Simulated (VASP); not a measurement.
A run of VASP 6.6.1:

The input INCAR:

```
ALGO = Normal ; EDIFF = 1E-6
ENCUT = 520 ; GGA = PE
ISIF = 2 ; ISMEAR = -1
LASPH = T ; LCHARG = F
LREAL = F ; LWAVE = F
NBANDS = 7 ; NELM = 100
PREC = Accurate ; SIGMA = 0.1
```

File KPOINTS:

```
k-points
0
Gamma
  18 18 18
```

File POSCAR:

```
Mg
1.0
   -1.5062103790      1.5062103790      1.5062103790
    1.5062103790     -1.5062103790      1.5062103790
    1.5062103790      1.5062103790     -1.5062103790
Mg
1
Direct
    0.0000000000      0.0000000000      0.0000000000
```

Potentials or basis: VASP PAW PBE potentials, release 64 (Mg).

Run with:

```console
$ cat potpaw_PBE.64/Mg/POTCAR > POTCAR
$ mpirun -np 1 vasp_std > vasp.out
```

Hardware: 1 thread of Intel Xeon 6455B, with other jobs on the host.

Q: Estimate the wall time of this run.

A: Wall time 8.8 s on 1 thread of Intel Xeon 6455B (shared host), peak memory 0.14 GiB. Counts: scf iterations 10, k points 195.
